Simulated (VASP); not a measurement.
Write the native input for VASP 6.6.1 that does the following.

```
Task                   : single point
Functional             : revPBE
Potentials or basis    : VASP PAW PBE potentials, release 64 (V_sv)
Cutoff                 : 520 eV
k mesh                 : 24 × 24 × 24
Occupations            : fermi-dirac, width 0.1 eV
Spin                   : no spin polarisation
Dipole correction      : no
Further INCAR settings : ALGO = Normal; EDIFF = 1e-06; NBANDS = 12
```

The structure of V lies in POSCAR:

```
V
1.0
   -1.5659500240      1.5659500240      1.5659500240
    1.5659500240     -1.5659500240      1.5659500240
    1.5659500240      1.5659500240     -1.5659500240
V
1
Direct
    0.0000000000      0.0000000000      0.0000000000
```

This cell differs from its parent crystal: volume scaled by 1.12.

The input as run:

INCAR

```
ALGO = Normal
EDIFF = 1E-6
ENCUT = 520
GGA = RE
ISIF = 2
ISMEAR = -1
LASPH = True
LCHARG = False
LREAL = False
LWAVE = False
NBANDS = 12
NELM = 60
PREC = Accurate
SIGMA = 0.1
```

KPOINTS

```
k-points
0
Gamma
  24 24 24
```

Potentials or basis: VASP PAW PBE potentials, release 64 (V_sv).

Command:

```sh
$ cat potpaw_PBE.64/V_sv/POTCAR > POTCAR
$ mpirun -np 1 vasp_std > vasp.out
```

Results of the run:

```json
{"Pressure": "-15.5 GPa"}
```

Caveat: the PAW data sets were made with another functional, which shifts forces and pressure a little.

It took 96 s on 1 thread of AMD EPYC 7R13 (shared host), peak memory 0.15 GiB.
